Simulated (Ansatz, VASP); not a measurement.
BN in VASP and in Ansatz

```
CELL_PARAMETERS angstrom
2.50399 0.00000 0.00000
-1.25200 2.16852 0.00000
0.00000 0.00000 6.99426
ATOMIC_POSITIONS crystal
B 0.33333 0.66667 0.25000
B 0.66667 0.33333 0.75000
N 0.33333 0.66667 0.75000
N 0.66667 0.33333 0.25000
```

Change from the starting cell: strain +0.000 along x and y, +0.050 along z, atoms carried along.

Alike in both runs: task single point; functional r2SCAN; k mesh 12 × 12 × 4; occupations gaussian, width 0.05 eV; no spin polarisation.

|  | VASP | Ansatz |
| --- | --- | --- |
| version | VASP 6.6.1 | Ansatz 0.2.0 |
| potentials or method | VASP PAW PBE potentials, release 64 (B, N), cutoff 520 eV | scalar-relativistic, plane waves, PAW |
| valence electrons in the cell | 16 | 16 |

|  | VASP | Ansatz | Ansatz less VASP |
| --- | --- | --- | --- |
| gap on the k mesh at the Fermi level (eV) | 4.95 | 4.91 | -0.039 |
| least direct gap on the mesh (eV) | 5.37 | 5.31 | -0.061 |
| pressure (GPa) | -0.6 | -1.0 | -0.37 |
| traceless stress, the component that is largest in VASP (GPa) | 0.04 | 0.68 | +0.644 |

VASP's potentials were made for PBE, not for r2SCAN.
